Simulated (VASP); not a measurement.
# Sr4Al8Ge8H (a cell with a defect) in VASP: a series of runs

The runs below take Sr4Al8Ge8H (a cell with a defect) through single point, with PBEsol.

All numbers are computed with VASP 6.6.1; they aren't measurements. Logs are shortened: lines on timing, memory, paths and dates and some standing lists are left out, and cuts for length are marked.

## (1) The cell of the first run

The cell holds a defect, 21 atoms: a = 8.456 Å, b = 7.323 Å, c = 7.471 Å, α = 90.00°, β = 90.00°, γ = 90.00°.

## (2) Single point, PBEsol

Contents of INCAR:

```
PREC = Accurate ; ENCUT = 520
EDIFF = 1E-6 ; ISMEAR = 0
SIGMA = 0.1 ; LREAL = Auto
LASPH = T ; NELM = 100
ALGO = Normal ; ISIF = 2
LWAVE = F ; LCHARG = F
GGA = PS ; NBANDS = 104
```

Contents of KPOINTS:

```
regular mesh
0
Gamma
  2 2 2
```

Contents of POSCAR:

```
Sr4Al8Ge8H
1.0
   -4.2279640000     -7.3230480000      0.0000000000
    6.3419450000     -3.6615240000      0.0000000000
    0.0000000000      0.0000000000      7.4707450000
Sr Al Ge H
4 8 8 1
Direct
    0.7460156768      0.5003729021     -0.0004323531
    0.4992523733      0.0004492409      0.0036541202
    0.2483810108      0.5015507028     -0.0013129882
    0.0000611021     -0.0013181544     -0.0138610005
    0.4982227707      0.6689099225      0.3779331245
    0.5037899473      0.3471371576      0.6244367864
    0.2506875657      0.1652964513      0.3786849906
    0.2326966430      0.8468780523      0.6196835791
   -0.0007966351      0.6621228748      0.3759641107
    0.0016447268      0.3067265398      0.6186164834
    0.7488858116      0.1641451087      0.3779695332
    0.7478036345      0.8359614985      0.6224435448
    0.4919446412      0.6795803548      0.7248176721
    0.4993261571      0.3343401774      0.2746236152
    0.2636628048      0.1742186107      0.7296529329
    0.2472517570      0.8333758062      0.2719921507
   -0.0056147633      0.6532946885      0.7214876160
   -0.0007214482      0.3284228644      0.2706408799
    0.7421284447      0.1681782714      0.7282435687
    0.7513186944      0.8324700691      0.2728199129
    1.0273425077      0.0020159649      0.6076003130
```

Potentials or basis: VASP PAW PBE potentials, release 64 (Sr_sv, Al, Ge_d, H).

Launch:

```
cat potpaw_PBE.64/Sr_sv/POTCAR potpaw_PBE.64/Al/POTCAR potpaw_PBE.64/Ge_d/POTCAR potpaw_PBE.64/H/POTCAR > POTCAR
mpirun -np 1 vasp_std > vasp.out
```

OUTCAR:

```text
PREC = Accurate
   ENCUT = 520
   EDIFF = 1E-6
   ISMEAR = 0
   LREAL = Auto
   LASPH = T
   NELM = 100
   ISIF = 2
   GGA = PS

 ion  position               nearest neighbor table
   1  0.746  0.500  1.000-  17 3.16  19 3.17  14 3.17  20 3.18  18 3.21  13 3.25   6 3.65   9 3.73
                             5 3.73  12 3.74  11 3.75  10 3.84   3 4.21   2 4.21   2 4.21   4 4.24
   2  0.499  0.000  0.004-  15 3.13  13 3.14  19 3.16  16 3.17  14 3.17  20 3.18  11 3.70   5 3.70
                             7 3.70  12 3.74   6 3.80   8 3.82   1 4.21   1 4.21   4 4.22   3 4.22
   3  0.248  0.502  0.999-  15 3.13  16 3.17  13 3.18  17 3.18  18 3.19  14 3.20   6 3.71   9 3.71
                             5 3.74   7 3.76   8 3.80  10 3.80   4 4.20   1 4.21   2 4.22   2 4.24
   4  0.000  0.999  0.986-  21 2.84  19 3.16  15 3.21  17 3.21  18 3.22  16 3.22  20 3.24   8 3.55
                            10 3.55  12 3.65  11 3.81   9 3.82   7 3.82   3 4.20   2 4.22   1 4.24
   5  0.498  0.669  0.378-  16 2.57  14 2.57  20 2.58  13 2.59   6 2.99  12 3.05   8 3.16   2 3.70
                             1 3.73   3 3.74
   6  0.504  0.347  0.624-  15 2.52  19 2.53  13 2.55  14 2.62   5 2.99  11 3.08   7 3.12   1 3.65
                             3 3.71   2 3.80
   7  0.251  0.165  0.379-  16 2.56  14 2.56  18 2.57  15 2.63   8 2.95  10 2.95   6 3.12   2 3.70
                             3 3.76   4 3.82
   8  0.233  0.847  0.620-  21 2.08  15 2.55  17 2.58  16 2.60  13 2.63   7 2.95   9 3.01   5 3.16
                             4 3.55   3 3.80   2 3.82
   9  0.999  0.662  0.376-  20 2.56  16 2.56  18 2.57  17 2.58   8 3.01  12 3.09  10 3.17   3 3.71
                             1 3.73   4 3.82
  10  0.002  0.307  0.619-  19 2.55  15 2.56  18 2.60  17 2.65   7 2.95  11 2.98   9 3.17   4 3.55
                             3 3.80   1 3.84
  11  0.749  0.164  0.378-  20 2.55  18 2.56  14 2.57  19 2.62  10 2.98  12 3.02   6 3.08   2 3.70
                             1 3.75   4 3.81
  12  0.748  0.836  0.622-  19 2.56  13 2.56  17 2.59  20 2.61  11 3.02   5 3.05   9 3.09   4 3.65
                             1 3.74   2 3.74
  13  0.492  0.680  0.725-   6 2.55  12 2.56   5 2.59   8 2.63   2 3.14   3 3.18   1 3.25
  14  0.499  0.334  0.275-   7 2.56   5 2.57  11 2.57   6 2.62   1 3.17   2 3.17   3 3.20
  15  0.264  0.174  0.730-   6 2.52   8 2.55  10 2.56   7 2.63   2 3.13   3 3.13   4 3.21
  16  0.247  0.833  0.272-   7 2.56   9 2.56   5 2.57   8 2.60   2 3.17   3 3.17   4 3.22
  17  0.994  0.653  0.721-   8 2.58   9 2.58  12 2.59  10 2.65   1 3.16   3 3.18   4 3.21
  18  0.999  0.328  0.271-  11 2.56   9 2.57   7 2.57  10 2.60   3 3.19   1 3.21   4 3.22
  19  0.742  0.168  0.728-   6 2.53  10 2.55  12 2.56  11 2.62   2 3.16   4 3.16   1 3.17
  20  0.751  0.832  0.273-  11 2.55   9 2.56   5 2.58  12 2.61   1 3.18   2 3.18   4 3.24
  21  0.027  0.002  0.608-   8 2.08   4 2.84

  LATTYP: Found a simple orthorhombic cell.
 ALAT       =     7.3230474794
 B/A-ratio  =     1.0201688602
 C/A-ratio  =     1.1547006386

  Lattice vectors:

 A1 = (   6.3419450000,  -3.6615240000,   0.0000000000)
 A2 = (   0.0000000000,   0.0000000000,   7.4707450000)
 A3 = (  -4.2279640000,  -7.3230480000,   0.0000000000)

Analysis of symmetry for initial positions (statically):
=====================================================================
 Subroutine PRICEL returns:
 Original cell was already a primitive cell.

 Routine SETGRP: Setting up the symmetry group for a
 simple orthorhombic supercell.

 Subroutine GETGRP returns: Found  1 space group operations
 (whereof  1 operations were pure point group operations)
 out of a pool of  8 trial point group operations.

The static configuration has the point symmetry C_1 .

Analysis of symmetry for dynamics (positions and initial velocities):
=====================================================================
 Subroutine PRICEL returns:
 Original cell was already a primitive cell.

 Routine SETGRP: Setting up the symmetry group for a
 simple orthorhombic supercell.

 Subroutine GETGRP returns: Found  1 space group operations
 (whereof  1 operations were pure point group operations)
 out of a pool of  8 trial point group operations.

The dynamic configuration has the point symmetry C_1 .

 Subroutine INISYM returns: Found  1 space group operations
 (whereof  1 operations are pure point group operations),
 and found     1 'primitive' translations

----------------------------------------------------------------------------------------

                                     Primitive cell

  volume of cell :     462.6121

  direct lattice vectors                    reciprocal lattice vectors
    -4.227964000 -7.323048000  0.000000000    -0.059130123 -0.102416367  0.000000000
     6.341945000 -3.661524000  0.000000000     0.118260245 -0.068277589  0.000000000
     0.000000000  0.000000000  7.470745000     0.000000000  0.000000000  0.133855459

  length of vectors
     8.455927601  7.323047479  7.470745000     0.118260237  0.136555171  0.133855459

  position of ions in fractional coordinates (direct lattice)
     0.746015677  0.500372902  0.999567647
     0.499252373  0.000449241  0.003654120
     0.248381011  0.501550703  0.998687012
     0.000061102  0.998681846  0.986138999
     0.498222771  0.668909922  0.377933124
     0.503789947  0.347137158  0.624436786
[... 13 lines left out ...]
     0.751318694  0.832470069  0.272819913
     0.027342508  0.002015965  0.607600313

  ion indices of the primitive-cell ions
   primitive index   ion index
                 1           1
                 2           2
                 3           3
                 4           4
                 5           5
                 6           6
[... 13 lines left out ...]
                20          20
                21          21

----------------------------------------------------------------------------------------

 KPOINTS: regular mesh

Automatic generation of k-mesh.
 Grid dimensions read from file:
 generate k-points for:    2    2    2

 Generating k-lattice:

  Cartesian coordinates                     Fractional coordinates (reciprocal lattice)
    -0.029565061 -0.051208183  0.000000000     0.500000000  0.000000000  0.000000000
     0.059130123 -0.034138794  0.000000000     0.000000000  0.500000000  0.000000000
     0.000000000  0.000000000  0.066927729     0.000000000  0.000000000  0.500000000

  Length of vectors
     0.059130118  0.068277585  0.066927729

  Shift w.r.t. Gamma in fractional coordinates (k-lattice)
     0.000000000  0.000000000  0.000000000

 Subroutine IBZKPT returns following result:
 ===========================================

 Found      8 irreducible k-points:

 Following reciprocal coordinates:
            Coordinates               Weight
  0.000000  0.000000  0.000000      1.000000
  0.500000  0.000000  0.000000      1.000000
  0.000000  0.500000  0.000000      1.000000
  0.500000  0.500000  0.000000      1.000000
  0.000000  0.000000  0.500000      1.000000
  0.500000  0.000000  0.500000      1.000000
  0.000000  0.500000  0.500000      1.000000
  0.500000  0.500000  0.500000      1.000000
   k-points           NKPTS =      8   k-points in BZ     NKDIM =      8   number of bands    NBANDS=    104
   number of dos      NEDOS =    301   number of ions     NIONS =     21
   total plane-waves  NPLWV = 193536
   dimension x,y,z NGX =    64 NGY =   54 NGZ =   56
   dimension x,y,z NGXF=   128 NGYF=  108 NGZF=  112
   ions per type =               4   8   8   1
   NGX,Y,Z   is equivalent  to a cutoff of  12.58, 12.26, 12.46 a.u.
   NGXF,Y,Z  is equivalent  to a cutoff of  25.17, 24.52, 24.92 a.u.
 SYSTEM =  unknown system
   PREC   = accura    normal or accurate (medium, high low for compatibility)
   ISTART =      0    job   : 0-new  1-cont  2-samecut
   ICHARG =      2    charge: 1-file 2-atom 10-const
   ISPIN  =      1    spin polarized calculation?
   LNONCOLLINEAR =      F non collinear calculations
   LSORBIT =      F    spin-orbit coupling
   LASPH  =      T    aspherical Exc in radial PAW
   ENCUT  =  520.0 eV  38.22 Ry    6.18 a.u.  15.72 13.62 13.89*2*pi/ulx,y,z
   NELM   =    100;   NELMIN=  2; NELMDL= -5     # of ELM steps
   EDIFF  = 0.1E-05   stopping-criterion for ELM
   LREAL  =      T    real-space projection
   EDIFFG = 0.1E-04   stopping-criterion for IOM
   NSW    =      0    number of steps for IOM
   IBRION =     -1    ionic relax: 0-MD 1-quasi-New 2-CG
   NFREE  =      0    steps in history (QN), initial steepest desc. (CG)
   ISIF   =      2    stress and relaxation
   ISYM   =      2    0-nonsym 1-usesym 2-fastsym
   POTIM  = 0.5000    time-step for ionic-motion
   TEBEG  =    0.0;   TEEND  =   0.0 temperature during run
   PSTRESS=    0.0 pullay stress
   NELECT =     177.0000    total number of electrons
   NUPDOWN=      -1.0000    fix difference up-down
   EMIN   =  10.00;   EMAX   =-10.00  energy-range for DOS
   EFERMI =   0.00;   METHOD = LEGACY
   ISMEAR =     0;   SIGMA  =   0.10  broadening in eV -4-tet -1-fermi 0-gaus
   EFERMI_NEDOS =   21; number of points for ismear=-14 and -15
   IALGO  =     38    algorithm
   IMIX   =      4    mixing-type and parameters
     AMIX     =   0.40;   BMIX     =  1.00
     AMIX_MAG =   1.60;   BMIX_MAG =  1.00
  volume/ion in A,a.u.               =      22.03       148.66
  Fermi-wavevector in a.u.,A,eV,Ry     =   1.188485  2.245910 19.218172  1.412496
  Thomas-Fermi vector in A             =   2.324613
   LORBIT       =      0    0 simple, 1 ext, 2 COOP (PROOUT), +10 PAW based schemes
   GGA     = PS    functional components
   LHFCALC =     F    Hartree Fock is set to
   AEXX    =    0.0000 exact exchange contribution
   IVDW    =     0    specifies the selected vdW correction
   LEPSILON=     F    determine dielectric tensor
   LRPA    =     F    only Hartree local field effects (RPA)
 non-spin polarized calculation
 Gauss-broadening in eV      SIGMA  =   0.10
  energy-cutoff  :      520.00
  volume of cell :      462.61
 maximum number of plane-waves:     12488
 NGX is ok and might be reduce to    64
   NGX = 31   NGY = 27   NGZ = 27

 number of electron     177.0000025 magnetization

 Free energy of the ion-electron system (eV)
  ---------------------------------------------------
  ext. energy  EPLUGINS =         0.00000000
  ---------------------------------------------------
  free energy    TOTEN  =       -89.98679345 eV

  energy without entropy =      -89.96971415  energy(sigma->0) =      -89.97825380

 E-fermi :   4.6973     XC(G=0):  -9.7637

 val. band max:        4.6249245075   @ k =   0.5000   0.5000   0.5000
 cond. band min:       4.7294100656   @ k =   0.0000   0.5000   0.0000
 fundamental gap:      0.1044855580
 Fermi energy:         4.6972518884

 k-point     1 :       0.0000    0.0000    0.0000
  band No.  band energies     occupation
      1     -30.5237      2.00000
      2     -30.5157      2.00000
      3     -30.5069      2.00000
      4     -30.4716      2.00000
      5     -19.1085      2.00000
      6     -19.1069      2.00000
[... 92 lines left out ...]
     99       7.2897      0.00000
    100       7.3128      0.00000

 k-point     2 :       0.5000    0.0000    0.0000
  band No.  band energies     occupation
      1     -30.5222      2.00000
      2     -30.5167      2.00000
      3     -30.5073      2.00000
      4     -30.4718      2.00000
      5     -19.1085      2.00000
      6     -19.1069      2.00000
[... 607 lines left out ...]
     99       6.6772      0.00000
    100       6.7950      0.00000

 k-point     8 :       0.5000    0.5000    0.5000
  band No.  band energies     occupation
      1     -30.5199      2.00000
      2     -30.5177      2.00000
      3     -30.5082      2.00000
      4     -30.4722      2.00000
      5     -19.1085      2.00000
      6     -19.1069      2.00000
[... 92 lines left out ...]
     99       6.8234      0.00000
    100       6.8777      0.00000
 [bands above 100 left out]

------------------------ aborting loop because EDIFF is reached ----------------------------------------

  FORCE on cell =-STRESS in cart. coord.  units (eV):
  Direction    XX          YY          ZZ          XY          YZ          ZX
  --------------------------------------------------------------------------------------
  -------------------------------------------------------------------------------------
  Total       -2.3710245      2.2369603     -6.8179276      1.8671370      0.0164116      0.5408110
  in kB       -8.2116343      7.7473261    -23.6127164      6.4665068      0.0568386      1.8730058
  external PRESSURE =      -8.0256748 kB  Pullay stress =       0.0000000 kB

 VOLUME and BASIS-vectors are now :
 -----------------------------------------------------------------------------
  energy-cutoff  :      520.00
  volume of cell :      462.61
      direct lattice vectors                 reciprocal lattice vectors
    -4.227964000 -7.323048000  0.000000000    -0.059130123 -0.102416367  0.000000000
     6.341945000 -3.661524000  0.000000000     0.118260245 -0.068277589  0.000000000
     0.000000000  0.000000000  7.470745000     0.000000000  0.000000000  0.133855459

 POSITION                                       TOTAL-FORCE (eV/Angst)
 -----------------------------------------------------------------------------------
      0.01921     -7.29524      7.46752        -0.003653     -0.006076     -0.015095
     -2.10797     -3.65769      0.02730         0.000461      0.002825     -0.000814
      2.13066     -3.65535      7.46094         0.004208      0.000991     -0.013584
      6.33333     -3.65714      7.36719        -0.003215      0.003967     -0.046775
      2.13572     -6.09774      2.82344         0.016953     -0.001420     -0.003866
      0.07152     -4.96033      4.66501         0.015399     -0.011485     -0.014797
[... 13 lines left out ...]
      2.10293     -8.55005      2.03817        -0.003912     -0.001809      0.001471
     -0.10282     -0.20761      4.53923         0.048281      0.029532      0.256497
 -----------------------------------------------------------------------------------
    total drift:                               -0.001782     -0.003753      0.003644

  FREE ENERGIE OF THE ION-ELECTRON SYSTEM (eV)
  ---------------------------------------------------
  free  energy   TOTEN  =       -89.9867934489 eV

  energy  without entropy=      -89.9697141523  energy(sigma->0) =      -89.97825380
```

Wall time 11 min (1 thread of Intel Xeon Platinum 8488C (Sapphire Rapids), shared host); peak memory 0.59 GiB.

Results:

```yaml
Free_energy: -89.9868 eV
Pressure: -0.8 GPa
Largest_force: 0.263 eV/Å
Band_gap_on_the_k_mesh: zero (an odd number of electrons rules out a gap without spin polarisation)
```

Forces on the atoms (eV/Å):
```
Sr  -0.004 -0.006 -0.015
Sr   0.000  0.003 -0.001
Sr   0.004  0.001 -0.014
Sr  -0.003  0.004 -0.047
Al   0.017 -0.001 -0.004
Al   0.015 -0.011 -0.015
Al  -0.001 -0.043 -0.025
Al  -0.025 -0.012  0.005
Al  -0.024  0.020 -0.019
Al  -0.013  0.013 -0.003
Al   0.001  0.006 -0.011
Al   0.004 -0.003 -0.010
Ge  -0.004 -0.011 -0.012
Ge   0.015 -0.017 -0.006
Ge  -0.012 -0.014 -0.036
Ge   0.016  0.012  0.017
Ge  -0.020  0.005 -0.037
Ge  -0.022  0.009  0.000
Ge   0.012  0.019 -0.026
Ge  -0.004 -0.002  0.001
H    0.048  0.030  0.256
```

Caveat: the k points lie up to 0.43 Å⁻¹ apart, too coarse for converged energies and pressures of a metal; the PAW data sets were made with another functional, which shifts forces and pressure a little.

(Part 1 of 2 ends here.)

The gap in the log of VASP goes by the Fermi energy; the results here count the filled bands.